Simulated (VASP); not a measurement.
A run of VASP 6.6.1 is set up as follows.

INCAR

```
SYSTEM = CdTe
PREC = Accurate
ENCUT = 500
EDIFF = 1E-6
ISMEAR = 0
SIGMA = 0.2
LREAL = .FALSE.
LASPH = .TRUE.
NELM = 120
ALGO = Normal
ISIF = 2
LWAVE = .FALSE.
LCHARG = .FALSE.
GGA = PE
NBANDS = 16
GGA_COMPAT = .FALSE.
```

Contents of KPOINTS:

```
regular mesh
0
G
  4 4 7
  0 0 0
```

File POSCAR:

```
CdTe
1.0
    4.4774845078      0.0000000000      0.0000000000
    0.0000000000      4.4774845078      0.0000000000
    0.0000000000      0.0000000000      3.0274359693
Cd Te
1 1
Direct
    0.5000000000      0.5000000000      1.0335839519
    0.0000000000      0.0000000000      0.0299021781
```

Potentials or basis: VASP PAW PBE potentials, release 64 (Cd, Te).

Command:

```bash
$ cat potpaw_PBE.64/Cd/POTCAR potpaw_PBE.64/Te/POTCAR > POTCAR
$ mpirun -np 1 vasp_std > vasp.out
```

Predict the largest force.

0.006 eV/Å.

Estimate the pressure.

-0.1 GPa.

Predict the band gap on the k mesh.

zero (band 9 reaches 5.25 eV, above the bottom of band 10 at 2.02 eV).

Forces in eV/Å, atoms in the order of the input:
```
Cd   0.000  0.000 -0.006
Te   0.000  0.000  0.006
```

Caveat: spin-orbit coupling is left out, which moves the levels of the heavy elements.
